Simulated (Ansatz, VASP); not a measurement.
**Mo: VASP beside Ansatz**

```
Mo
1.0
     0.00000    2.01500    2.05530
     2.01500    0.00000    2.05530
     2.01500    2.01500    0.00000
Mo
1
Direct
  0.00000 0.00000 0.00000
```

Change from the starting cell: strain +0.0200 x Voigt [0, 0, 1, 0, 0, 0], atoms carried along.

Alike in both runs: task single point; functional PBE; k mesh 20 × 20 × 20; occupations gaussian, width 0.15 eV; no spin polarisation.

|  | VASP | Ansatz |
| --- | --- | --- |
| version | VASP 6.6.1 | Ansatz 0.2.0 |
| potentials or method | VASP PAW PBE potentials, release 64 (Mo_sv), cutoff 520 eV | scalar-relativistic, plane waves, PAW |
| valence electrons in the cell | 14 | 14 |

|  | VASP | Ansatz | Ansatz less VASP |
| --- | --- | --- | --- |
| gap on the k mesh at the Fermi level (eV) | none | none | - |
| pressure (GPa) | -8.4 | -8.8 | -0.43 |
| traceless stress, the component that is largest in VASP (GPa) | 2.40 | 2.41 | +0.009 |

A gap of «none» marks a metal or a gap that the smearing closes.
